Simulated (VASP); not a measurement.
Here is a VASP 6.6.1 calculation.

File INCAR:

```
PREC     = Accurate       # precision mode
ENCUT    = 520            # plane-wave cutoff, eV
EDIFF    = 1E-6           # SCF threshold, eV
ISMEAR   = 0              # smearing method
SIGMA    = 0.15           # smearing width, eV
LREAL    = False          # projectors in reciprocal space
LASPH    = True           # aspherical terms in the spheres
NELM     = 100            # most SCF steps
ALGO     = Normal         # electronic algorithm
ISIF     = 2              # what is computed and relaxed
LWAVE    = False          # write WAVECAR
LCHARG   = True           # write CHGCAR
GGA      = RP             # functional
IVDW     = 12             # dispersion correction
LELF     = True           # ELF
LVHAR    = True         
NBANDS   = 7              # bands
```

File KPOINTS:

```
Automatic mesh
0
Gamma
  10 10 10
```

The input POSCAR:

```
Mg
1.0
    0.0000000000      2.2139244980      2.2139244980
    2.2139244980      0.0000000000      2.2139244980
    2.2139244980      2.2139244980      0.0000000000
Mg
1
Direct
    0.0000000000      0.0000000000      0.0000000000
```

Potentials or basis: VASP PAW PBE potentials, release 64 (Mg).

Launch:

```bash
$ cat potpaw_PBE.64/Mg/POTCAR > POTCAR
$ mpirun -np 1 vasp_std > vasp.out
```

(1) Estimate the pressure.

(2) Estimate the dispersion energy per atom.

(3) What does it give for the band gap on the k mesh?

## Answers

(1) -11.8 GPa.

(2) -1.390 eV.

(3) zero (band 1 reaches 3.88 eV, above the bottom of band 2 at 1.78 eV).

Caveat: the PAW data sets were made with another functional, which shifts forces and pressure a little; pairwise dispersion overbinds metals, which lowers pressure and volume.
